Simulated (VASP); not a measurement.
NaAg2, 6 atoms in the cell. The structure is cubic, space group Fd-3m (No. 227). The conventional cell has a = 7.923 Å, b = 7.923 Å, c = 7.923 Å, α = 90.00°, β = 90.00°, γ = 90.00°. Within 4.3 Å of Na (site symmetry -43m) lie 12 Ag at 3.28 Å and 4 Na at 3.43 Å. Ag (site symmetry -3m) has 6 Ag at 2.80 Å and 6 Na at 3.28 Å within 3.7 Å. 

| Property | Result |
| --- | --- |
| Program | VASP 6.6.1 |
| Task | single point |
| Functional | PBEsol |
| Potentials or basis | VASP PAW PBE potentials, release 64 (Na_pv, Ag) |
| Cutoff | 520 eV |
| k mesh | 5 × 5 × 5 |
| Occupations | fermi-dirac, width 0.1 eV |
| Spin | no spin polarisation |
| Dipole correction | no |
| Further INCAR settings | ALGO = Normal; EDIFF = 1e-06; NBANDS = 38 |

Potentials or basis: VASP PAW PBE potentials, release 64 (Na_pv, Ag).

Run with:

```sh
$ cat potpaw_PBE.64/Na_pv/POTCAR potpaw_PBE.64/Ag/POTCAR > POTCAR
$ mpirun -np 1 vasp_std > vasp.out
```

Hardware: 1 thread of Intel(R) Xeon(R) Platinum 8488C (Sapphire Rapids), with other jobs on the host.

Q: Estimate the wall time of this run.

A: Run time: 38 s on 1 thread of Intel(R) Xeon(R) Platinum 8488C (Sapphire Rapids), with other jobs on the host, peak memory 0.26 GiB. Counts: scf iterations 12, k points 10.
